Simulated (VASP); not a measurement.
Si5Ni19: single point with PBE

Si5Ni19:

```
Ni Si
1.0
     6.74052   -0.20546   -0.17739
    -0.20546    6.54986    0.05689
    -0.17739    0.05689    6.32357
Ni Si
19 5
Cartesian
  5.4583 0.8253 -0.1421
  3.6440 6.5156 1.8953
  4.1447 2.0710 1.9982
  1.6930 3.0518 1.1220
  1.0814 3.7574 5.5372
  6.5704 0.8947 1.9073
  1.5096 5.9070 3.6020
  3.4541 1.0134 4.1994
  1.4967 5.5724 1.2838
  2.9587 5.5661 5.3771
  3.9050 4.2433 1.1894
  2.2139 3.5046 3.6298
  5.2991 2.4817 3.7726
  -0.0587 4.2576 2.9565
  2.3874 1.1299 -0.2463
  5.4823 4.5846 5.1549
  5.7158 6.6777 4.0044
  1.9795 1.1855 2.4496
  5.9067 2.8529 0.7923
  3.9528 2.7421 5.7716
  4.3092 5.0035 3.3561
  5.6543 5.4724 1.0081
  0.7524 -0.4105 5.6404
  0.8158 1.8737 4.0687
```

| Quantity | Value |
| --- | --- |
| Program | VASP 6.6.1 |
| Task | single point |
| Functional | PBE |
| Potentials or basis | VASP PAW PBE potentials, release 64 (Ni, Si) |
| Cutoff | 400 eV |
| k mesh | 1 × 1 × 1, shifted |
| Occupations | fermi-dirac, width 0.1551 eV |
| Spin | no spin polarisation |

The pressure is 7.0 GPa and the largest force is 2.995 eV/Å.

Forces in eV/Å, atoms in the order of the input:
```
Ni  -1.012 -0.890 -1.420
Ni   0.672 -1.401 -0.570
Ni  -1.040  1.272 -0.861
Ni   0.287 -0.392  2.654
Ni  -1.591  0.860 -1.731
Ni  -0.871 -0.013 -0.682
Ni  -0.399 -1.016  1.024
Ni   1.141  0.357 -0.495
Ni  -0.016 -0.546  0.473
Ni   0.807 -1.203  1.105
Ni  -1.433 -0.336 -0.352
Ni   2.453  0.337 -1.320
Ni   0.731  0.410  1.806
Ni  -0.086  0.482 -0.471
Ni  -0.399  0.765  1.540
Ni  -0.213 -0.710  1.251
Ni  -0.384 -0.437  0.305
Ni   1.452  1.141 -2.358
Ni   1.669  1.840 -0.341
Si  -0.709  0.384 -0.662
Si  -1.030 -0.976  0.006
Si   1.308 -0.323  0.618
Si  -0.609 -0.189 -1.341
Si  -0.727  0.583  1.820
```

Stress tensor (GPa, compression positive):
```
 2.71  5.33  2.30
 5.33  8.51 -3.28
 2.30 -3.28  9.81
```

Levels at points of the mesh, in eV from the Fermi level:
```
           k point  band 103  band 104  band 105  band 106  band 107  band 108  band 109  band 110
(0.25, 0.25, 0.25)     -0.20     -0.18     -0.12     -0.06      0.05      0.16      0.26      0.30
```

It took 81 s on 1 thread of Intel(R) Xeon(R) 6975P-C (Granite Rapids) (shared host), peak memory 0.3 GiB.

Caveat: the atoms stand as in a frame of molecular dynamics. Spin polarisation is off, so any magnetic state and its effect on volume and gap are missing.
